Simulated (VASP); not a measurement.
Runs of VASP 6.6.1 on FePt. The structure is that of space group P4/mmm (No. 123), or close to it. The cells are those of the table. 

```tsv
spin	cell	gap on the mesh (eV)	pressure (GPa)	moment (μB)
collinear, ferromagnetic start	a = 2.680, b = 2.680, c = 3.691 Å, 2 atoms	none	12.5	(a)
off	a = 2.734, b = 2.734, c = 3.753 Å, 2 atoms	none	(b)	-
collinear, ferromagnetic start	a = 2.696, b = 2.696, c = 3.707 Å, 2 atoms	none	8.5	(c)
collinear, ferromagnetic start	a = 2.734, b = 2.734, c = 3.753 Å, 2 atoms	none	-0.5	3.31
collinear, ferromagnetic start	a = 2.716, b = 2.716, c = 3.728 Å, 2 atoms	none	3.8	3.27
```

Alike in all rows: task single point; level PBE; potentials or basis VASP PAW PBE potentials, release 64 (Fe, Pt); k mesh 12 × 12 × 10; cutoff (eV) 520; smearing gaussian 0.05 eV.

**Question.** Estimate the missing entries.

**Answer.** (a) 3.19; (b) -16.5; (c) 3.22.

Caveats: spin-orbit coupling is left out, which moves the levels of the heavy elements.

A k mesh can miss the band edges, and the runs leave out spin-orbit coupling on Pt.

A gap of «none» marks levels without a gap at the run's occupations.
